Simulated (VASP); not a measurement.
# SnS2 (P-3m1) in VASP: notebook

Runs on SnS2. Level: PBE+D3(BJ). Tasks: relaxation of cell and atoms, single point.

Everything below comes from runs of VASP 6.6.1. Logs are shortened: lines on timing, memory, paths and dates and some standing lists are left out, and cuts for length are marked.

## Step 1: The cell of the first run

It takes space group P-3m1 (No. 164, trigonal). Conventional cell: a = 3.670 Å, b = 3.670 Å, c = 5.800 Å, α = 90.00°, β = 90.00°, γ = 120.00°. Within 3.4 Å of Sn (site symmetry -3m) lie 6 S at 2.58 Å. Within 3.4 Å of S (site symmetry 3m) lie 3 Sn at 2.58 Å.

## Step 2: Relaxation of cell and atoms, PBE+D3(BJ)

The input, INCAR:

```
PREC = Accurate ; ENCUT = 600
EDIFF = 1E-6 ; ISMEAR = 0
SIGMA = 0.02 ; LREAL = F
LASPH = T ; NELM = 60
ALGO = Normal ; ISIF = 3
LWAVE = F ; LCHARG = F
GGA = PE ; IVDW = 12
IBRION = 2 ; NSW = 100
EDIFFG = -0.005
```

The input, KPOINTS:

```
Automatic mesh
0
Gamma
  12 12 6
```

The input, POSCAR:

```
SnS2
1.0
    3.6697414822      0.0000000000      0.0000000000
   -1.8348707411      3.1780893489      0.0000000000
    0.0000000000      0.0000000000      5.7999210002
Sn S
1 2
Direct
    0.0000000000      0.0000000000      0.0000000000
    0.6666666667      0.3333333333      0.2548559195
    0.3333333333      0.6666666667      0.7451440805
```

Potentials or basis: VASP PAW PBE potentials, release 64 (Sn_d, S).

Run with:

```bash
cat potpaw_PBE.64/Sn_d/POTCAR potpaw_PBE.64/S/POTCAR > POTCAR
mpirun -np 1 vasp_std > vasp.out
```

OUTCAR:

```text
PREC = Accurate
   ENCUT = 600
   EDIFF = 1E-6
   ISMEAR = 0
   LREAL = F
   LASPH = T
   NELM = 60
   ISIF = 3
   GGA = PE
   IVDW = 12
   IBRION = 2
   NSW = 100
   EDIFFG = -0.005
 IVDW          = 12

 ion  position               nearest neighbor table
   1  0.000  0.000  0.000-   2 2.58   3 2.58   3 2.58   2 2.58   2 2.58   3 2.58
   2  0.667  0.333  0.255-   1 2.58   1 2.58   1 2.58
   3  0.333  0.667  0.745-   1 2.58   1 2.58   1 2.58

  LATTYP: Found a hexagonal cell.
 ALAT       =     3.6697414822
 C/A-ratio  =     1.5804712752

  Lattice vectors:

 A1 = (   3.6697414822,   0.0000000000,   0.0000000000)
 A2 = (  -1.8348707411,   3.1780893489,   0.0000000000)
 A3 = (   0.0000000000,   0.0000000000,   5.7999210002)

Analysis of symmetry for initial positions (statically):
=====================================================================
 Subroutine PRICEL returns:
 Original cell was already a primitive cell.

 Routine SETGRP: Setting up the symmetry group for a
 hexagonal supercell.

 Subroutine GETGRP returns: Found 12 space group operations
 (whereof 12 operations were pure point group operations)
 out of a pool of 24 trial point group operations.

The static configuration has the point symmetry D_3d.

Analysis of symmetry for dynamics (positions and initial velocities):
=====================================================================
 Subroutine PRICEL returns:
 Original cell was already a primitive cell.

 Routine SETGRP: Setting up the symmetry group for a
 hexagonal supercell.

 Subroutine GETGRP returns: Found 12 space group operations
 (whereof 12 operations were pure point group operations)
 out of a pool of 24 trial point group operations.

The dynamic configuration has the point symmetry D_3d.

 Subroutine INISYM returns: Found 12 space group operations
 (whereof 12 operations are pure point group operations),
 and found     1 'primitive' translations

----------------------------------------------------------------------------------------

                                     Primitive cell

  volume of cell :      67.6431

  direct lattice vectors                    reciprocal lattice vectors
     3.669741482  0.000000000  0.000000000     0.272498759  0.157327232  0.000000000
    -1.834870741  3.178089349  0.000000000     0.000000000  0.314654464  0.000000000
     0.000000000  0.000000000  5.799921000     0.000000000  0.000000000  0.172416142

  length of vectors
     3.669741482  3.669741482  5.799921000     0.314654464  0.314654464  0.172416142

  position of ions in fractional coordinates (direct lattice)
     0.000000000  0.000000000  0.000000000
     0.666666667  0.333333333  0.254855920
     0.333333333  0.666666667  0.745144080

  ion indices of the primitive-cell ions
   primitive index   ion index
                 1           1
                 2           2
                 3           3

----------------------------------------------------------------------------------------

 KPOINTS: Automatic mesh

Automatic generation of k-mesh.
 Grid dimensions read from file:
 generate k-points for:   12   12    6

 Generating k-lattice:

  Cartesian coordinates                     Fractional coordinates (reciprocal lattice)
     0.022708230  0.013110603  0.000000000     0.083333333  0.000000000  0.000000000
     0.000000000  0.026221205  0.000000000     0.000000000  0.083333333  0.000000000
     0.000000000  0.000000000  0.028736024     0.000000000  0.000000000  0.166666667

  Length of vectors
     0.026221205  0.026221205  0.028736024

  Shift w.r.t. Gamma in fractional coordinates (k-lattice)
     0.000000000  0.000000000  0.000000000

 Subroutine IBZKPT returns following result:
 ===========================================

 Found    100 irreducible k-points:

 Following reciprocal coordinates:
            Coordinates               Weight
  0.000000  0.000000  0.000000      1.000000
  0.083333 -0.000000  0.000000      6.000000
  0.166667 -0.000000  0.000000      6.000000
  0.250000 -0.000000  0.000000      6.000000
  0.333333 -0.000000  0.000000      6.000000
  0.416667 -0.000000  0.000000      6.000000
[... 16 lines left out ...]
  0.166667 -0.000000  0.166667      6.000000
  0.000000  0.166667  0.166667      6.000000
 [... further k-points ...]
   k-points           NKPTS =    100   k-points in BZ     NKDIM =    100   number of bands    NBANDS=     17
   number of dos      NEDOS =    301   number of ions     NIONS =      3
   total plane-waves  NPLWV =  43200
   dimension x,y,z NGX =    30 NGY =   30 NGZ =   48
   dimension x,y,z NGXF=    60 NGYF=   60 NGZF=   96
   ions per type =               1   2
   NGX,Y,Z   is equivalent  to a cutoff of  13.59, 13.59, 13.76 a.u.
   NGXF,Y,Z  is equivalent  to a cutoff of  27.18, 27.18, 27.52 a.u.
 SYSTEM =  unknown system
   PREC   = accura    normal or accurate (medium, high low for compatibility)
   ISTART =      0    job   : 0-new  1-cont  2-samecut
   ICHARG =      2    charge: 1-file 2-atom 10-const
   ISPIN  =      1    spin polarized calculation?
   LNONCOLLINEAR =      F non collinear calculations
   LSORBIT =      F    spin-orbit coupling
   LASPH  =      T    aspherical Exc in radial PAW
   ENCUT  =  600.0 eV  44.10 Ry    6.64 a.u.   7.33  7.33 11.58*2*pi/ulx,y,z
   NELM   =     60;   NELMIN=  2; NELMDL= -5     # of ELM steps
   EDIFF  = 0.1E-05   stopping-criterion for ELM
   LREAL  =      F    real-space projection
   EDIFFG = -.5E-02   stopping-criterion for IOM
   NSW    =    100    number of steps for IOM
   IBRION =      2    ionic relax: 0-MD 1-quasi-New 2-CG
   NFREE  =      1    steps in history (QN), initial steepest desc. (CG)
   ISIF   =      3    stress and relaxation
   ISYM   =      2    0-nonsym 1-usesym 2-fastsym
   POTIM  = 0.5000    time-step for ionic-motion
   TEBEG  =    0.0;   TEEND  =   0.0 temperature during run
   PSTRESS=    0.0 pullay stress
   NELECT =      26.0000    total number of electrons
   NUPDOWN=      -1.0000    fix difference up-down
   EMIN   =  10.00;   EMAX   =-10.00  energy-range for DOS
   EFERMI =   0.00;   METHOD = LEGACY
   ISMEAR =     0;   SIGMA  =   0.02  broadening in eV -4-tet -1-fermi 0-gaus
   EFERMI_NEDOS =   21; number of points for ismear=-14 and -15
   IALGO  =     38    algorithm
   IMIX   =      4    mixing-type and parameters
     AMIX     =   0.40;   BMIX     =  1.00
     AMIX_MAG =   1.60;   BMIX_MAG =  1.00
  volume/ion in A,a.u.               =      22.55       152.16
  Fermi-wavevector in a.u.,A,eV,Ry     =   1.190304  2.249349 19.277071  1.416825
  Thomas-Fermi vector in A             =   2.326392
   LORBIT       =      0    0 simple, 1 ext, 2 COOP (PROOUT), +10 PAW based schemes
   GGA     = PE    functional components
   LHFCALC =     F    Hartree Fock is set to
   AEXX    =    0.0000 exact exchange contribution
   IVDW    =    12    specifies the selected vdW correction
   LEPSILON=     F    determine dielectric tensor
   LRPA    =     F    only Hartree local field effects (RPA)
 conjugate gradient relaxation of ions
 non-spin polarized calculation
 Gauss-broadening in eV      SIGMA  =   0.02
  energy-cutoff  :      600.00
  volume of cell :       67.64
 maximum number of plane-waves:      2297
 NGX is ok and might be reduce to    30
   NGX = 15   NGY = 15   NGZ = 23

--------------------------------------- Ionic step        1  -------------------------------------------

 number of electron      26.0000000 magnetization

 Free energy of the ion-electron system (eV)
  ---------------------------------------------------
  ext. energy  EPLUGINS =         0.00000000
  ---------------------------------------------------
  free energy    TOTEN  =       -13.15338320 eV

  energy without entropy =      -13.15338320  energy(sigma->0) =      -13.15338320

------------------------ aborting loop because EDIFF is reached ----------------------------------------

 Edisp (eV)   -0.98544

 E8    (eV) :    -0.4027

  FORCE on cell =-STRESS in cart. coord.  units (eV):
  Direction    XX          YY          ZZ          XY          YZ          ZX
  --------------------------------------------------------------------------------------
  -------------------------------------------------------------------------------------
  Total      -0.03657    -0.03657    -0.00869    -0.00000     0.00000     0.00000
  in kB      -0.86611    -0.86611    -0.20581    -0.00000     0.00000     0.00000
  external pressure =       -0.65 kB  Pullay stress =        0.00 kB
[... 63 lines left out ...]
  energy  without entropy=      -14.1388485663  energy(sigma->0) =      -14.13884857

--------------------------------------- Ionic step        3  -------------------------------------------

 number of electron      26.0000000 magnetization

 Free energy of the ion-electron system (eV)
  ---------------------------------------------------
  ext. energy  EPLUGINS =         0.00000000
  ---------------------------------------------------
  free energy    TOTEN  =       -13.15237108 eV

  energy without entropy =      -13.15237108  energy(sigma->0) =      -13.15237108

 E-fermi :   4.9517     XC(G=0):  -9.6708

 val. band max:        4.8663318079   @ k =   0.0833  -0.0000   0.0000
 cond. band min:       6.1244725241   @ k =   0.4167  -0.0000   0.3333
 fundamental gap:      1.2581407162
 Fermi energy:         4.9517295046

 k-point     1 :       0.0000    0.0000    0.0000
  band No.  band energies     occupation
      1     -16.1725      2.00000
      2     -16.1725      2.00000
      3     -16.1337      2.00000
      4     -16.1074      2.00000
      5     -16.1074      2.00000
      6      -8.9617      2.00000
[... 9 lines left out ...]
     16      10.1775      0.00000
     17      10.1775      0.00000
[... 443 lines left out ...]
      1     -16.1889      2.00000
      2     -16.1586      2.00000
      3     -16.1238      2.00000
      4     -16.1149      2.00000
      5     -16.1054      2.00000
      6      -8.6153      2.00000
[... 9 lines left out ...]
     16      10.2244      0.00000
     17      10.4480      0.00000

 [... further k-points ...]

------------------------ aborting loop because EDIFF is reached ----------------------------------------

 Edisp (eV)   -0.98648

 E8    (eV) :    -0.4031

  FORCE on cell =-STRESS in cart. coord.  units (eV):
  Direction    XX          YY          ZZ          XY          YZ          ZX
  --------------------------------------------------------------------------------------
  -------------------------------------------------------------------------------------
  Total      -0.00329    -0.00329     0.01448    -0.00000    -0.00000     0.00000
  in kB      -0.07791    -0.07791     0.34338    -0.00000    -0.00000     0.00000
  external pressure =        0.06 kB  Pullay stress =        0.00 kB
[... 18 lines left out ...]
  FREE ENERGIE OF THE ION-ELECTRON SYSTEM (eV)
  ---------------------------------------------------
  free  energy   TOTEN  =       -14.1388525021 eV

  energy  without entropy=      -14.1388525021  energy(sigma->0) =      -14.13885250

 reached required accuracy - stopping structural energy minimisation
```

It took 3.7 min on 1 thread of Intel Xeon Platinum 8259CL at 2.50GHz (Skylake/Cascade Lake), shared host; peak memory 0.31 GiB.

What came out:

```yaml
Free_energy: -14.1389 eV
Relaxed_volume: 22.52 Å³/atom
Relaxed_cell: a = 3.668 Å, b = 3.668 Å, c = 5.799 Å, α = 90.00°, β = 90.00°, γ = 120.00°
Space_group_after_relaxing_to_0.05_Å: P-3m1 (No. 164)
Energy_gained_by_relaxing: 0.0 meV/atom
Ionic_steps: 3
Pressure_after_relaxing: 0.0 GPa
Band_gap_on_the_k_mesh: 1.26 eV, indirect (least direct gap 1.73 eV)
Dispersion_energy_per_atom: -0.329 eV
```

Forces on the atoms (eV/Å):
```
Sn   0.000  0.000  0.000
S    0.000  0.000  0.002
S    0.000  0.000 -0.002
```

Final structure:
```yaml
crystal:
  lattice:
    - [3.66808, 0.00000, 0.00000]
    - [-1.83404, 3.17665, 0.00000]
    - [0.00000, 0.00000, 5.79930]
  atoms:
    - { symbol: Sn, position: [0.00000, 0.00000, 0.00000] }
    - { symbol: S, position: [0.66667, 0.33333, 0.25480] }
    - { symbol: S, position: [0.33333, 0.66667, 0.74520] }
```

Caveat: spin-orbit coupling is left out, which moves the levels of the heavy elements. A k mesh can miss the band edges.

[end of part 1 of 2]
